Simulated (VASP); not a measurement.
A run of VASP 6.6.1:

INCAR

```
SYSTEM = Te
ALGO = Normal
EDIFF = 1E-8
ENCUT = 520
GGA = PE
ISIF = 2
ISMEAR = -1
LASPH = .True.
LCHARG = .False.
LEFG = .True.
LREAL = .False.
LWAVE = .False.
NBANDS = 16
NELM = 80
PREC = Accurate
SIGMA = 0.05
```

KPOINTS

```
k-points
0
Gamma
  10 10 6
  0 0 0
```

The input POSCAR:

```
Te
1.0
    4.4469268669      0.0000000000      0.0000000000
   -2.2234634334      3.8511516355      0.0000000000
    0.0000000000      0.0000000000      5.9149200000
Te
3
Direct
    0.2690000000      0.0000000000      0.1666666667
    0.0000000000      0.2690000000      0.8333333333
    0.7310000000      0.7310000000      0.5000000000
```

Potentials or basis: VASP PAW PBE potentials, release 64 (Te).

Launch:

```console
$ cat potpaw_PBE.64/Te/POTCAR > POTCAR
$ mpirun -np 1 vasp_std > vasp.out
```

Hardware: 1 thread of Oxide Virtual Turin-like Processor, on a shared host.

Q: How long does it take, and how much memory?

A: Wall time 2.8 min on 1 thread of Oxide Virtual Turin-like Processor (shared host), peak memory 0.24 GiB. Counts: scf iterations 16, k points 72.
